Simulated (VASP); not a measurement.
Runs of VASP 6.6.1 on SiC. The structure is that of space group F-43m (No. 216), or close to it. The cells are those of the table. 

```tsv
cell	gap on the mesh (eV)	pressure (GPa)
a = 2.829 Å, angles 60.0°, 2 atoms	1.52	93.7
a = 3.320 Å, angles 60.0°, 2 atoms	1.83	-32.6
a = 3.014, b = 3.014, c = 3.075 Å, angles 59.3, 59.3, 61.3°, 2 atoms	(b)	11.2
a = 3.260, b = 3.260, c = 3.197 Å, angles 60.6, 60.6, 58.7°, 2 atoms	1.61	-25.4
a = 3.200, b = 3.200, c = 3.075 Å, angles 61.3, 61.3, 57.4°, 2 atoms	1.36	-14.5
a = 2.954, b = 2.954, c = 2.829 Å, angles 61.4, 61.4, 57.2°, 2 atoms	1.05	(a)
a = 3.197 Å, angles 60.0°, 2 atoms	1.79	-20.5
a = 2.891, b = 2.891, c = 2.829 Å, angles 60.7, 60.7, 58.6°, 2 atoms	1.28	71.9
```

Alike in all rows: task single point; level r2SCAN; potentials or basis VASP PAW PBE potentials, release 64 (Si, C); no spin polarisation; k mesh 12 × 12 × 12; cutoff (eV) 520; smearing gaussian 0.05 eV.

Fill in the values left out.

(a) 53.2; (b) 1.25.

Caveats: the PAW data sets were made with another functional, which shifts forces and pressure a little.

A k mesh can miss the band edges.
